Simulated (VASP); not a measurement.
## CuO: single point with BLYP

Crystal: CuO.

```
Cu O
1.0
     2.11423   -2.12017    0.00000
     2.11423    2.12017    0.00000
     0.00000    0.00000    5.19661
Cu O
2 2
Direct
  0.50000 0.00000 0.00000
  0.00000 0.50000 0.50000
  0.50000 0.50000 0.25000
  0.50000 0.50000 0.75000
```

```json
{
 "Program": "VASP 6.6.1",
 "Task": "single point",
 "Functional": "BLYP",
 "Potentials or basis": "VASP PAW PBE potentials, release 64 (Cu_sv_GW, O)",
 "Cutoff": "700 eV",
 "k mesh": "9 × 9 × 5",
 "Occupations": "fermi-dirac, width 0.05 eV",
 "Spin": "no spin polarisation",
 "Dipole correction": "no",
 "Second run": "valence_matched",
 "Further INCAR settings": "ALGO = Normal; EDIFF = 1e-06; NBANDS = 33"
}
```

```yaml
Pressure: -2.4 GPa
Band_gap_on_the_k_mesh: zero (band 25 reaches 5.27 eV, above the bottom of band 26 at 4.39 eV)
```

Stress tensor (GPa, compression positive):
```
-2.45  0.00  0.00
 0.00 -2.51  0.00
 0.00  0.00 -2.28
```

Levels at points of the mesh, in eV from the Fermi level:
| k point | band 23 | band 24 | band 25 | band 26 | band 27 | band 28 |
| --- | --- | --- | --- | --- | --- | --- |
| (0.00, 0.00, 0.00) | -2.20 | -1.83 | 0.66 | 0.66 | 1.41 | 6.29 |

Run time: 110 s on 1 thread of Intel(R) Xeon(R) 6975P-C (Granite Rapids), with other jobs on the host, peak memory 0.31 GiB.

Caveat: the PAW data sets were made with another functional, which shifts forces and pressure a little; semilocal functionals often make such compounds metallic where correlation or magnetic order opens a gap, which also shifts bond lengths. With open d or f shells a metallic result of BLYP can be an artefact of self-interaction; +U or a hybrid may open a gap.
